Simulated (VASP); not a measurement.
Runs of VASP 6.6.1 on Te. The structure is that of space group R-3m (No. 166), or close to it. The cells are those of the table. 

```tsv
cell	gap on the mesh (eV)	pressure (GPa)
a = 3.289 Å, angles 93.4°, 1 atom	none	(b)
a = 3.153 Å, angles 95.0°, 1 atom	none	2.4
a = 3.192 Å, angles 95.0°, 1 atom	none	0.3
a = 3.128 Å, angles 95.0°, 1 atom	none	3.9
a = 3.238 Å, angles 97.0°, 1 atom	none	-1.8
a = 3.197, b = 3.197, c = 3.049 Å, angles 91.9, 91.9, 94.0°, 1 atom	none	(a)
```

Alike in all rows: task single point; level PBE; potentials or basis VASP PAW PBE potentials, release 64 (Te); no spin polarisation; k mesh 15 × 15 × 15; cutoff (eV) 520; smearing gaussian 0.1 eV.

Question: Estimate the missing entries.

Answer: (a) 3.1; (b) -3.5.

Caveats: spin-orbit coupling is left out, which moves the levels of the heavy elements; the cell stands under pressure (at least some runs); the cell stands under tension (at least some runs).

A k mesh can miss the band edges, and the runs leave out spin-orbit coupling on Te.

A gap of «none» marks levels without a gap at the run's occupations.
